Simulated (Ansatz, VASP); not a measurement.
**One calculation of Hg, two programs**

```xyz
3
Lattice="5.5779 0.0000 0.0000 -2.7889 4.8306 0.0000 0.0000 0.0000 3.2814" Properties=species:S:1:pos:R:3 pbc="T T T"
Hg    0.0000    0.0000    0.0000
Hg    0.0000    3.2204    1.6407
Hg    2.7889    1.6102    1.6407
```

Change from the starting cell: volume scaled by 1, crystal datasets.

Alike in both runs: task single point; functional PBE; k mesh 7 × 7 × 10; occupations fermi-dirac, width 0.05 eV; no spin polarisation.

|  | VASP | Ansatz |
| --- | --- | --- |
| version | VASP 6.6.1 | Ansatz 0.2.0 |
| potentials or method | VASP PAW PBE potentials, release 64 (Hg), cutoff 520 eV | all-electron PAW with datasets made for the crystal, scalar-relativistic |

```csv
,VASP,Ansatz,Ansatz less VASP
pressure (GPa),0.1,0.0,-0.09
```

Ansatz ran all-electron here, and VASP with PAW potentials.

Neither program's run includes spin-orbit coupling.
